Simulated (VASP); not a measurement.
Wanted: the native input for a VASP 6.6.1 run.

```
Task                   : electric field gradients
Functional             : LDA
Potentials or basis    : VASP PAW LDA potentials, release 64 (Re)
Cutoff                 : 520 eV
k mesh                 : 14 × 14 × 8
Occupations            : fermi-dirac, width 0.05 eV
Spin                   : no spin polarisation
Dipole correction      : no
Further INCAR settings : ALGO = Normal; EDIFF = 1e-08; NBANDS = 14
```

The structure of Re lies in POSCAR:

```
Re
1.0
    2.5768720617      0.0000000000      0.0000000000
   -1.2884360308      2.2316366677      0.0000000000
    0.0000000000      0.0000000000      4.1620000000
Re
2
Direct
    0.3333333333      0.6666666667      0.2500000000
    0.6666666667      0.3333333333      0.7500000000
```

This cell differs from its parent crystal: equal xx and yy strain of -1 %.

These files were run (other wordings do the same):

INCAR

```
SYSTEM = Re
PREC = Accurate ; ENCUT = 520
EDIFF = 1E-8 ; ISMEAR = -1
SIGMA = 0.05 ; LREAL = .FALSE.
LASPH = .TRUE. ; NELM = 80
ALGO = Normal ; ISIF = 2
LWAVE = .FALSE. ; LCHARG = .FALSE.
GGA = CA ; LEFG = .TRUE.
NBANDS = 14
```

KPOINTS

```
regular mesh
0
G
  14 14 8
  0 0 0
```

Potentials or basis: VASP PAW LDA potentials, release 64 (Re).

The run is started by

```bash
$ cat potpaw_LDA.64/Re/POTCAR > POTCAR
$ mpirun -np 1 vasp_std > vasp.out
```

Results of the run:

```yaml
Pressure: 113.4 GPa
Band_gap_on_the_k_mesh: zero (band 7 reaches 12.68 eV, above the bottom of band 8 at 8.26 eV)
```

Caveat: the cell differs from its parent crystal (equal xx and yy strain of -1 %); without QUAD_EFG the Cq values of the log hold for a quadrupole moment of 1 mb, not for the nuclei; spin-orbit coupling is left out, which moves the levels of the heavy elements.

Wall time 78 s on 1 thread of Intel Xeon 8259CL, on a shared host, peak memory 0.15 GiB.
